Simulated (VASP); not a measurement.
# W in VASP: further runs, part 2 of 2

VASP 6.6.1. Earlier steps stand in the parts before.

## Step 3: Single point, PBEsol

This run uses another cell than the first one: it holds 1 atom, not 3.

Contents of INCAR:

```
PREC     = Accurate       # precision mode
ENCUT    = 520            # plane-wave cutoff, eV
EDIFF    = 1E-6           # SCF threshold, eV
ISMEAR   = 0              # smearing method
SIGMA    = 0.1            # smearing width, eV
LREAL    = False          # projectors in reciprocal space
LASPH    = True           # aspherical terms in the spheres
NELM     = 100            # most SCF steps
ALGO     = Fast           # electronic algorithm
ISIF     = 2              # what is computed and relaxed
LWAVE    = False          # write WAVECAR
LCHARG   = False          # write CHGCAR
GGA      = PS             # functional
NBANDS   = 13             # bands
```

Contents of KPOINTS:

```
Automatic mesh
0
Gamma
  24 24 24
```

Contents of POSCAR:

```
W
1.0
   -1.5770768016      1.5770768016      1.5770768016
    1.5770768016     -1.5770768016      1.5770768016
    1.5770768016      1.5770768016     -1.5770768016
W
1
Direct
    0.0000000000      0.0000000000      0.0000000000
```

Potentials or basis: VASP PAW PBE potentials, release 64 (W_sv).

On the command line:

```
$ cat potpaw_PBE.64/W_sv/POTCAR > POTCAR
$ mpirun -np 1 vasp_std > vasp.out
```

OUTCAR:

```text
PREC = Accurate
   ENCUT = 520
   EDIFF = 1E-6
   ISMEAR = 0
   LREAL = False
   LASPH = True
   NELM = 100
   ISIF = 2
   GGA = PS

 ion  position               nearest neighbor table
   1  0.000  0.000  0.000-

  LATTYP: Found a body centered cubic cell.
 ALAT       =     3.1541536032

  Lattice vectors:

 A1 = (  -1.5770768016,   1.5770768016,   1.5770768016)
 A2 = (   1.5770768016,  -1.5770768016,   1.5770768016)
 A3 = (   1.5770768016,   1.5770768016,  -1.5770768016)

Analysis of symmetry for initial positions (statically):
=====================================================================
 Subroutine PRICEL returns:
 Original cell was already a primitive cell.

 Routine SETGRP: Setting up the symmetry group for a
 body centered cubic supercell.

 Subroutine GETGRP returns: Found 48 space group operations
 (whereof 48 operations were pure point group operations)
 out of a pool of 48 trial point group operations.

The static configuration has the point symmetry O_h .

Analysis of symmetry for dynamics (positions and initial velocities):
=====================================================================
 Subroutine PRICEL returns:
 Original cell was already a primitive cell.

 Routine SETGRP: Setting up the symmetry group for a
 body centered cubic supercell.

 Subroutine GETGRP returns: Found 48 space group operations
 (whereof 48 operations were pure point group operations)
 out of a pool of 48 trial point group operations.

The dynamic configuration has the point symmetry O_h .

 Subroutine INISYM returns: Found 48 space group operations
 (whereof 48 operations are pure point group operations),
 and found     1 'primitive' translations

----------------------------------------------------------------------------------------

                                     Primitive cell

  volume of cell :      15.6898

  direct lattice vectors                    reciprocal lattice vectors
    -1.577076802  1.577076802  1.577076802     0.000000000  0.317042264  0.317042264
     1.577076802 -1.577076802  1.577076802     0.317042264  0.000000000  0.317042264
     1.577076802  1.577076802 -1.577076802     0.317042264  0.317042264  0.000000000

  length of vectors
     2.731577148  2.731577148  2.731577148     0.448365470  0.448365470  0.448365470

  position of ions in fractional coordinates (direct lattice)
     0.000000000  0.000000000  0.000000000

  ion indices of the primitive-cell ions
   primitive index   ion index
                 1           1

----------------------------------------------------------------------------------------

 KPOINTS: Automatic mesh

Automatic generation of k-mesh.
 Grid dimensions read from file:
 generate k-points for:   24   24   24

 Generating k-lattice:

  Cartesian coordinates                     Fractional coordinates (reciprocal lattice)
     0.000000000  0.013210094  0.013210094     0.041666667  0.000000000  0.000000000
     0.013210094  0.000000000  0.013210094     0.000000000  0.041666667  0.000000000
     0.013210094  0.013210094  0.000000000     0.000000000  0.000000000  0.041666667

  Length of vectors
     0.018681895  0.018681895  0.018681895

  Shift w.r.t. Gamma in fractional coordinates (k-lattice)
     0.000000000  0.000000000  0.000000000

 Subroutine IBZKPT returns following result:
 ===========================================

 Found    413 irreducible k-points:

 Following reciprocal coordinates:
            Coordinates               Weight
  0.000000  0.000000  0.000000      1.000000
  0.041667  0.000000  0.000000     12.000000
  0.083333  0.000000  0.000000     12.000000
  0.125000  0.000000  0.000000     12.000000
  0.166667  0.000000  0.000000     12.000000
  0.208333  0.000000  0.000000     12.000000
[... 16 lines left out ...]
  0.416667  0.041667  0.000000     48.000000
  0.458333  0.041667  0.000000     48.000000
 [... further k-points ...]
   k-points           NKPTS =    413   k-points in BZ     NKDIM =    413   number of bands    NBANDS=     13
   number of dos      NEDOS =    301   number of ions     NIONS =      1
   total plane-waves  NPLWV =   8000
   dimension x,y,z NGX =    20 NGY =   20 NGZ =   20
   dimension x,y,z NGXF=    40 NGYF=   40 NGZF=   40
   ions per type =               1
   NGX,Y,Z   is equivalent  to a cutoff of  12.17, 12.17, 12.17 a.u.
   NGXF,Y,Z  is equivalent  to a cutoff of  24.34, 24.34, 24.34 a.u.
 SYSTEM =  unknown system
   PREC   = accura    normal or accurate (medium, high low for compatibility)
   ISTART =      0    job   : 0-new  1-cont  2-samecut
   ICHARG =      2    charge: 1-file 2-atom 10-const
   ISPIN  =      1    spin polarized calculation?
   LNONCOLLINEAR =      F non collinear calculations
   LSORBIT =      F    spin-orbit coupling
   LASPH  =      T    aspherical Exc in radial PAW
   ENCUT  =  520.0 eV  38.22 Ry    6.18 a.u.   5.08  5.08  5.08*2*pi/ulx,y,z
   NELM   =    100;   NELMIN=  2; NELMDL= -5     # of ELM steps
   EDIFF  = 0.1E-05   stopping-criterion for ELM
   LREAL  =      F    real-space projection
   EDIFFG = 0.1E-04   stopping-criterion for IOM
   NSW    =      0    number of steps for IOM
   IBRION =     -1    ionic relax: 0-MD 1-quasi-New 2-CG
   NFREE  =      0    steps in history (QN), initial steepest desc. (CG)
   ISIF   =      2    stress and relaxation
   ISYM   =      2    0-nonsym 1-usesym 2-fastsym
   POTIM  = 0.5000    time-step for ionic-motion
   TEBEG  =    0.0;   TEEND  =   0.0 temperature during run
   PSTRESS=    0.0 pullay stress
   NELECT =      14.0000    total number of electrons
   NUPDOWN=      -1.0000    fix difference up-down
   EMIN   =  10.00;   EMAX   =-10.00  energy-range for DOS
   EFERMI =   0.00;   METHOD = LEGACY
   ISMEAR =     0;   SIGMA  =   0.10  broadening in eV -4-tet -1-fermi 0-gaus
   EFERMI_NEDOS =   21; number of points for ismear=-14 and -15
   IALGO  =     68    algorithm
   IMIX   =      4    mixing-type and parameters
     AMIX     =   0.40;   BMIX     =  1.00
     AMIX_MAG =   1.60;   BMIX_MAG =  1.00
  volume/ion in A,a.u.               =      15.69       105.88
  Fermi-wavevector in a.u.,A,eV,Ry     =   1.576079  2.978358 33.797215  2.484025
  Thomas-Fermi vector in A             =   2.676966
   LORBIT       =      0    0 simple, 1 ext, 2 COOP (PROOUT), +10 PAW based schemes
   GGA     = PS    functional components
   LHFCALC =     F    Hartree Fock is set to
   AEXX    =    0.0000 exact exchange contribution
   IVDW    =     0    specifies the selected vdW correction
   LEPSILON=     F    determine dielectric tensor
   LRPA    =     F    only Hartree local field effects (RPA)
 non-spin polarized calculation
 RMM-DIIS sequential band-by-band and
 Gauss-broadening in eV      SIGMA  =   0.10
  energy-cutoff  :      520.00
  volume of cell :       15.69
 maximum number of plane-waves:       438
   NGX = 11   NGY = 11   NGZ = 11

 number of electron      14.0000005 magnetization

 Free energy of the ion-electron system (eV)
  ---------------------------------------------------
  ext. energy  EPLUGINS =         0.00000000
  ---------------------------------------------------
  free energy    TOTEN  =       -13.80737436 eV

  energy without entropy =      -13.80538571  energy(sigma->0) =      -13.80638004

 E-fermi :  11.4677     XC(G=0): -13.8195

 val. band max:       11.4669145616   @ k =  -0.2917   0.3333   0.1667
 cond. band min:      11.4723230368   @ k =  -0.2500   0.2500   0.1250
 fundamental gap:      0.0054084753
 Fermi energy:        11.4677020461

 k-point     1 :       0.0000    0.0000    0.0000
  band No.  band energies     occupation
      1     -62.7110      2.00000
      2     -26.2530      2.00000
      3     -26.2530      2.00000
      4     -26.2530      2.00000
      5       1.7137      2.00000
      6      10.1704      2.00000
      7      10.1704      2.00000
      8      10.1704      2.00000
      9      13.6833      0.00000
     10      13.6833      0.00000
     11      25.9888      0.00000
     12      25.9888      0.00000
     13      25.9888      0.00000
[... 353 lines left out ...]
 k-point    24 :       0.4583    0.0417    0.0000
  band No.  band energies     occupation
      1     -62.5699      2.00000
      2     -27.5788      2.00000
      3     -26.6925      2.00000
      4     -26.2709      2.00000
      5       5.1318      2.00000
      6       7.8236      2.00000
      7      11.9074      0.00000
      8      13.5719      0.00000
      9      14.6673      0.00000
     10      17.7129      0.00000
     11      22.6172      0.00000
     12      23.1259      0.00000
     13      28.4119      0.00000

 [... further k-points ...]

------------------------ aborting loop because EDIFF is reached ----------------------------------------

  FORCE on cell =-STRESS in cart. coord.  units (eV):
  Direction    XX          YY          ZZ          XY          YZ          ZX
  --------------------------------------------------------------------------------------
  -------------------------------------------------------------------------------------
  Total        0.0608362      0.0608362      0.0608362     -0.0000000     -0.0000000      0.0000000
  in kB        6.2123246      6.2123246      6.2123246     -0.0000000     -0.0000000      0.0000000
  external PRESSURE =       6.2123246 kB  Pullay stress =       0.0000000 kB

 VOLUME and BASIS-vectors are now :
 -----------------------------------------------------------------------------
  energy-cutoff  :      520.00
  volume of cell :       15.69
      direct lattice vectors                 reciprocal lattice vectors
    -1.577076802  1.577076802  1.577076802     0.000000000  0.317042264  0.317042264
     1.577076802 -1.577076802  1.577076802     0.317042264  0.000000000  0.317042264
     1.577076802  1.577076802 -1.577076802     0.317042264  0.317042264  0.000000000

 POSITION                                       TOTAL-FORCE (eV/Angst)
 -----------------------------------------------------------------------------------
      0.00000      0.00000      0.00000        -0.000000     -0.000000      0.000000
 -----------------------------------------------------------------------------------
    total drift:                                0.000000     -0.000000      0.000000

  FREE ENERGIE OF THE ION-ELECTRON SYSTEM (eV)
  ---------------------------------------------------
  free  energy   TOTEN  =       -13.8073743597 eV

  energy  without entropy=      -13.8053857131  energy(sigma->0) =      -13.80638004
```

Run time: 49 s. Hardware: 1 thread of Intel Xeon Platinum 8259CL at 2.50GHz (Skylake/Cascade Lake), shared host; peak memory 0.19 GiB.

Results:

| Property | Result |
| --- | --- |
| Free energy | -13.8074 eV |
| Pressure | 0.6 GPa |
| Band gap on the k mesh | zero (bands 7 and 8 overlap by 6.50 eV) |

Caveat: the PAW data sets were made with another functional, which shifts forces and pressure a little; spin-orbit coupling is left out, which moves the levels of the heavy elements.

## Step 4: Relaxation of cell and atoms, PBEsol

This run uses another cell than the first one: it holds 1 atom, not 3.

Contents of INCAR:

```
PREC = Accurate
ENCUT = 600
EDIFF = 1E-7
ISMEAR = 0
SIGMA = 0.1
LREAL = False
LASPH = True
NELM = 100
ALGO = Normal
ISIF = 3
LWAVE = False
LCHARG = False
GGA = PS
IBRION = 2
NSW = 100
EDIFFG = -0.01
```

KPOINTS is that of step 3.

Contents of POSCAR:

```
W
1.0
   -1.5784345430      1.5784345430      1.5784345430
    1.5784345430     -1.5784345430      1.5784345430
    1.5784345430      1.5784345430     -1.5784345430
W
1
Direct
    0.0000000000      0.0000000000      0.0000000000
```

On the command line:

```
$ cat potpaw_PBE.64/W_sv/POTCAR > POTCAR
$ mpirun -np 1 vasp_std > vasp.out
```

Run time: 1.7 min. Hardware: 1 thread of Intel Xeon Platinum 8259CL at 2.50GHz (Skylake/Cascade Lake), shared host; peak memory 0.22 GiB.

Results (log left out):

| Property | Result |
| --- | --- |
| Free energy | -13.8076 eV |
| Relaxed volume | 15.72 Å³/atom |
| Relaxed cell | a = 2.734 Å, b = 2.734 Å, c = 2.734 Å, α = 109.47°, β = 109.47°, γ = 109.47° |
| Space group after relaxing (to 0.1 Å) | Im-3m (No. 229) |
| Energy gained by relaxing | 0.0 meV/atom |
| Ionic steps | 3 |
| Pressure after relaxing | 0.0 GPa |
| Band gap on the k mesh | zero (bands 7 and 8 overlap by 6.48 eV) |

Final structure:
```yaml
crystal:
  lattice:
    - [-1.57822, 1.57822, 1.57822]
    - [1.57822, -1.57822, 1.57822]
    - [1.57822, 1.57822, -1.57822]
  atoms:
    - { symbol: W, position: [0.00000, 0.00000, 0.00000] }
```

Levels at points of the mesh, in eV from the Fermi level:
```
           k point  band 4  band 5  band 6  band 7  band 8  band 9  band 10  band 11
(0.00, 0.00, 0.00)  -37.73   -9.74   -1.29   -1.29   -1.29    2.21     2.21    14.52
(0.50, 0.00, 0.00)  -37.73   -6.39   -3.66    0.68    2.11    3.10     6.20    11.16
(0.50, 0.50, 0.50)  -38.65   -5.96   -5.96    5.19    5.19    5.19     8.28     8.28
```

Caveat: the PAW data sets were made with another functional, which shifts forces and pressure a little; spin-orbit coupling is left out, which moves the levels of the heavy elements.

## Step 5: Single point, PBEsol

This run uses another cell than the first one: it holds 1 atom, not 3.

Contents of INCAR:

```
PREC     = Accurate       # precision mode
ENCUT    = 520            # plane-wave cutoff, eV
EDIFF    = 1E-6           # SCF threshold, eV
ISMEAR   = 0              # smearing method
SIGMA    = 0.1            # smearing width, eV
LREAL    = F              # projectors in reciprocal space
LASPH    = T              # aspherical terms in the spheres
NELM     = 100            # most SCF steps
ALGO     = Normal         # electronic algorithm
ISIF     = 2              # what is computed and relaxed
LWAVE    = F              # write WAVECAR
LCHARG   = T              # write CHGCAR
GGA      = PS             # functional
LELF     = T              # ELF
LVHAR    = T            
NBANDS   = 13             # bands
```

Contents of KPOINTS:

```
regular mesh
0
Gamma
  24 24 24
```

Contents of POSCAR:

```
W
1.0
   -1.5770953003      1.5770953003      1.5770953003
    1.5770953003     -1.5770953003      1.5770953003
    1.5770953003      1.5770953003     -1.5770953003
W
1
Direct
    0.0000000000      0.0000000000      0.0000000000
```

On the command line:

```
$ cat potpaw_PBE.64/W_sv/POTCAR > POTCAR
$ mpirun -np 1 vasp_std > vasp.out
```

It took 28 s on 1 thread of AMD EPYC 9R45 (Zen 5), shared host; peak memory 0.16 GiB.

It converged, with:

```
Free energy            : -13.8074 eV
Pressure               : 0.6 GPa
Band gap on the k mesh : zero (bands 7 and 8 overlap by 6.50 eV)
```

Levels at points of the mesh, in eV from the Fermi level:
| k point | band 4 | band 5 | band 6 | band 7 | band 8 | band 9 | band 10 | band 11 |
| --- | --- | --- | --- | --- | --- | --- | --- | --- |
| (0.00, 0.00, 0.00) | -37.72 | -9.75 | -1.30 | -1.30 | -1.30 | 2.22 | 2.22 | 14.52 |
| (0.50, 0.00, 0.00) | -37.73 | -6.40 | -3.67 | 0.69 | 2.12 | 3.11 | 6.21 | 11.19 |
| (0.50, 0.50, 0.50) | -38.66 | -5.98 | -5.98 | 5.21 | 5.21 | 5.21 | 8.29 | 8.29 |

Caveat: the PAW data sets were made with another functional, which shifts forces and pressure a little; spin-orbit coupling is left out, which moves the levels of the heavy elements.

## Step 6: Summary

| task | cell | k mesh | cutoff (eV) | gap on the mesh (eV) | pressure (GPa) |
| --- | --- | --- | --- | --- | --- |
| single point | a = 4.432, b = 4.432, c = 2.773 Å, angles 90.0, 90.0, 120.0°, 3 atoms, atomic positions A | 6 × 6 × 4 | 520 | none | 0.7 |
| single point | a = 2.732 Å, angles 109.5°, 1 atom, atomic positions B | 24 × 24 × 24 | 520 | none | 0.6 |
| relaxation of cell and atoms | relaxed from a = 2.734 Å, angles 109.5°, 1 atom, atomic positions B | 24 × 24 × 24 | 600 | none | 0.0 |

Alike in all rows: level PBEsol; potentials or basis VASP PAW PBE potentials, release 64 (W_sv); no spin polarisation; smearing gaussian 0.1 eV.

Caveats: some runs use coarse meshes; the PAW data sets were made with another functional, which shifts forces and pressure a little; spin-orbit coupling is left out, which moves the levels of the heavy elements.

Total energies depend on the potentials used, so only differences within one code and one set of settings carry meaning.
